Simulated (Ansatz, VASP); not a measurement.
# TiAl: VASP beside Ansatz

```
Ti Al
1.0
     2.82851    0.00000    0.00000
    -1.41426    2.44956    0.00000
     0.00000    0.00000    4.61486
Ti Al
1 1
Direct
  0.00000 0.00000 0.00000
  0.33333 0.66667 0.50000
```

Alike in both runs: task single point; functional HSE06; k mesh 6 × 6 × 4; occupations fermi-dirac, width 0.05 eV; no spin polarisation.

|  | VASP | Ansatz |
| --- | --- | --- |
| version | VASP 6.6.1 | Ansatz 0.2.0 |
| potentials or method | VASP PAW PBE potentials, release 64 (Ti_sv, Al) | Ansatz PAW |
| plane-wave cutoff (eV) | 520 | 420 |
| valence electrons in the cell | 15 | 15 |

|  | VASP | Ansatz | Ansatz less VASP |
| --- | --- | --- | --- |
| gap on the k mesh at the Fermi level (eV) | none | none | - |
| pressure (GPa) | 3.5 | 3.8 | +0.27 |
| traceless stress, the component that is largest in VASP (GPa) | -0.80 | -0.82 | -0.015 |

A gap of «none» marks a metal or a gap that the smearing closes. The functional is the same, so the differences come from potentials, cutoffs and numerics.

The k mesh is coarse, so the values compare programs but aren't converged.
